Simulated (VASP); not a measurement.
C, 4 atoms in the cell. It takes space group P2/c (No. 13, monoclinic). Conventional cell: a = 2.424 Å, b = 7.173 Å, c = 2.456 Å, α = 90.00°, β = 118.71°, γ = 90.00°. C (site symmetry 1) has 3 C at 1.40 to 1.44 Å within 1.9 Å. 

```yaml
Program: VASP 6.6.1
Task: single point
Functional: PBEsol
Potentials_or_basis: VASP PAW PBE potentials, release 64 (C)
Cutoff: 520 eV
k_mesh: 16 × 16 × 5
Occupations: fermi-dirac, width 0.05 eV
Spin: no spin polarisation
Dipole_correction: no
Further_INCAR_settings: ALGO = Normal; EDIFF = 1e-07; NBANDS = 16
```

Potentials or basis: VASP PAW PBE potentials, release 64 (C).

The run is started by

```bash
$ cat potpaw_PBE.64/C/POTCAR > POTCAR
$ mpirun -np 1 vasp_std > vasp.out
```

Hardware: 1 thread of Intel(R) Xeon(R) 6975P-C (Granite Rapids), with other jobs on the host.

How long does it take, and how much memory?

Run time: 96 s on 1 thread of Intel(R) Xeon(R) 6975P-C (Granite Rapids), on a shared host, peak memory 0.27 GiB. Counts: scf iterations 14, k points 390.
